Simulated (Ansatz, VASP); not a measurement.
# MnO in VASP and in Ansatz

```xyz
2
Lattice="0.0000 2.1770 2.1770 2.1770 0.0000 2.1770 2.1770 2.1770 0.0000" Properties=species:S:1:pos:R:3 pbc="T T T"
Mn    0.0000    0.0000    0.0000
O     2.1770    2.1770    2.1770
```

Change from the starting cell: volume scaled by 0.9405, PAW files.

Alike in both runs: task electric field gradients; functional PBE; k mesh 14 × 14 × 14; occupations fermi-dirac, width 0.05 eV; collinear spin.

|  | VASP | Ansatz |
| --- | --- | --- |
| version | VASP 6.6.1 | Ansatz 0.2.0 |
| potentials or method | VASP PAW PBE potentials, release 64 (Mn_pv, O) | PAW with Ansatz's default frozen-core files, scalar-relativistic |
| plane-wave cutoff (eV) | 520 | 420 |
| valence electrons in the cell | 19 | 21 |

Ansatz gave:

- pressure (GPa): 7.0
- net moment per atom (μB): 2.29
- size of the moment on the site where the two differ most (μB): 3.88

Question: What did VASP give for the same quantities?

Answer: Pressure (GPa): 7.3; net moment per atom (μB): 2.29; size of the moment on the site where the two differ most (μB): 4.19.

Site moments also hang on the region over which each program counts them. With one functional, cell and mesh, what is left measures potentials, basis and numerics. VASP's potentials hold 19 valence electrons a cell and Ansatz's 21, so a difference there can come from the potentials and not from the codes.
